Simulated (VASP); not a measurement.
Crystal: Sn.

```
Sn
1.0
     4.57264    0.00000    0.00000
     2.28632    3.96002    0.00000
     2.28632    1.32001    3.73354
Sn
2
Cartesian
  0.0000 0.0000 0.0000
  2.2863 1.3200 0.9334
```

Base run:

| Quantity | Value |
| --- | --- |
| Program | VASP 6.6.1 |
| Functional | PBEsol |
| Potentials or basis | VASP PAW PBE potentials, release 64 (Sn_d) |
| Cutoff | 500 eV |
| k mesh | 5 × 5 × 5 |
| Occupations | methfessel-paxton, width 0.01 eV |
| Spin | no spin polarisation |

Its results: band gap on the k mesh zero (band 14 reaches 5.70 eV, above the bottom of band 15 at 5.63 eV); pressure 1.7 GPa.

Task: The run is repeated on the same cell with these changes: k mesh from 5 × 5 × 5 to 4 × 4 × 4. What comes out?

Result: Band gap on the k mesh zero (band 14 reaches 5.72 eV, above the bottom of band 15 at 5.58 eV); pressure 2.2 GPa.

Caveats: some runs use coarse meshes; the PAW data sets were made with another functional, which shifts forces and pressure a little; spin-orbit coupling is left out, which moves the levels of the heavy elements.
